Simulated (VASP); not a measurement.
Input of a VASP 6.6.1 run:

The input INCAR:

```
SYSTEM = ZrSi4Pd
PREC = Accurate ; ENCUT = 500
EDIFF = 1E-6 ; ISMEAR = 0
SIGMA = 0.1 ; LREAL = .FALSE.
LASPH = .TRUE. ; NELM = 120
ALGO = Normal ; ISIF = 2
LWAVE = .FALSE. ; LCHARG = .FALSE.
GGA = PE ; NBANDS = 28
GGA_COMPAT = .FALSE.
```

The input KPOINTS:

```
regular mesh
0
G
  12 12 8
  0 0 0
```

POSCAR

```
ZrSi4Pd
1.0
    4.3585140559      0.0000000000      0.0000000000
   -2.1792570280      3.7745838951      0.0000000000
    0.0000000000      0.0000000000      5.7389536765
Zr Si Pd
1 4 1
Direct
    0.0000000000      0.0000000000      0.0000000000
    0.3333333333      0.6666666667      0.7144231608
    0.3333333333      0.6666666667      0.2855768392
    0.6666666667      0.3333333333      0.2855768392
    0.6666666667      0.3333333333      0.7144231608
    0.0000000000      0.0000000000      0.5000000000
```

Potentials or basis: VASP PAW PBE potentials, release 64 (Zr_sv, Si, Pd).

Run with:

```console
$ cat potpaw_PBE.64/Zr_sv/POTCAR potpaw_PBE.64/Si/POTCAR potpaw_PBE.64/Pd/POTCAR > POTCAR
$ mpirun -np 1 vasp_std > vasp.out
```

Question: What does it give for the band gap on the k mesh?

Answer: Zero (bands 19 and 20 overlap by 1.44 eV).

Question: Predict the largest force.

Answer: 0.007 eV/Å.

Question: Estimate the pressure.

Answer: 0.0 GPa.

Forces on the atoms (eV/Å):
```
Zr   0.000  0.000  0.000
Si   0.000  0.000 -0.007
Si   0.000  0.000  0.007
Si   0.000  0.000  0.007
Si   0.000  0.000 -0.007
Pd   0.000  0.000  0.000
```
